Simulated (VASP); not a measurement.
Crystal: BaTiO3.

```xyz
5
Lattice="2.7892 1.6103 2.2871 -2.7892 1.6103 2.2871 0.0000 -3.2206 2.2871" Properties=species:S:1:pos:R:3 pbc="T T T"
Ba    0.0000    0.0000    0.0000
Ti    0.0000    0.0000    3.3242
O     1.3698   -0.7908    2.3664
O    -1.3698   -0.7908    2.3664
O     0.0000    1.5817    2.3664
```

Base run:

* Program: VASP 6.6.1
* Functional: PBEsol
* Potentials or basis: VASP PAW PBE potentials, release 64 (Ba_sv, Ti_sv, O)
* Cutoff: 520 eV
* k mesh: 7 × 7 × 7
* Occupations: fermi-dirac, width 0.05 eV
* Spin: no spin polarisation

Its results: band gap on the k mesh 2.50 eV (least direct gap 2.80 eV); pressure 8.5 GPa; largest force 0.594 eV/Å.

**Question.** The run is repeated on the same cell with these changes: functional from PBEsol to LDA; potentials or basis from VASP PAW PBE potentials, release 64 (Ba_sv, Ti_sv, O) to VASP PAW LDA potentials, release 64 (Ba_sv, Ti_sv, O). What comes out?

**Answer.** Band gap on the k mesh 2.46 eV (least direct gap 2.75 eV); pressure 3.7 GPa; largest force 0.555 eV/Å.

Caveats: the cell stands under pressure; spin-orbit coupling is left out, which moves the levels of the heavy elements; an odd mesh through Γ misses points on the zone boundary, where band edges can lie; the PAW data sets were made with another functional, which shifts forces and pressure a little (at least some runs).
